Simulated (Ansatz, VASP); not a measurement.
**Two plane-wave programs on MgO**

```
CELL_PARAMETERS angstrom
0.00000 2.11000 2.11000
2.11000 0.00000 2.11000
2.11000 2.11000 0.00000
ATOMIC_POSITIONS crystal
Mg 0.00000 0.00000 0.00000
O 0.50000 0.50000 0.50000
```

Alike in both runs: task single point; functional LDA; k mesh 8 × 8 × 8; occupations fermi-dirac, width 0.003 eV; no spin polarisation.

|  | VASP | Ansatz |
| --- | --- | --- |
| version | VASP 6.6.1 | Ansatz 0.2.0 |
| potentials or method | VASP PAW LDA potentials, release 64 (Mg_sv, O), cutoff 840 eV | PAW, plane waves, scalar-relativistic |
| valence electrons in the cell | 16 | 16 |

|  | VASP | Ansatz | Ansatz less VASP |
| --- | --- | --- | --- |
| pressure (GPa) | -6.4 | -6.9 | -0.50 |

LDA's correlation is that of Perdew and Zunger in VASP and of Perdew and Wang (1992) in Ansatz.
